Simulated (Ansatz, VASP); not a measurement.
# One calculation of PbSe, two programs

```
Pb Se
1.0
     0.00000    3.08243    3.08243
     3.08243    0.00000    3.08243
     3.08243    3.08243    0.00000
Pb Se
1 1
Direct
  0.00000 0.00000 0.00000
  0.50000 0.50000 0.50000
```

Change from the starting cell: volume scaled by 1.02, crystal datasets.

Alike in both runs: task electric field gradients; functional PBEsol; k mesh 7 × 7 × 7; occupations fermi-dirac, width 0.02 eV; no spin polarisation.

|  | VASP | Ansatz |
| --- | --- | --- |
| version | VASP 6.6.1 | Ansatz 0.2.0 |
| potentials or method | VASP PAW PBE potentials, release 64 (Pb_d, Se), cutoff 520 eV | all-electron PAW with datasets made for the crystal, scalar-relativistic |

|  | VASP | Ansatz | Ansatz less VASP |
| --- | --- | --- | --- |
| pressure (GPa) | -1.6 | -1.6 | +0.01 |

VASP's potentials were made for PBE, not for PBEsol. Ansatz ran all-electron here, and VASP with PAW potentials.

Spin-orbit coupling is off throughout.
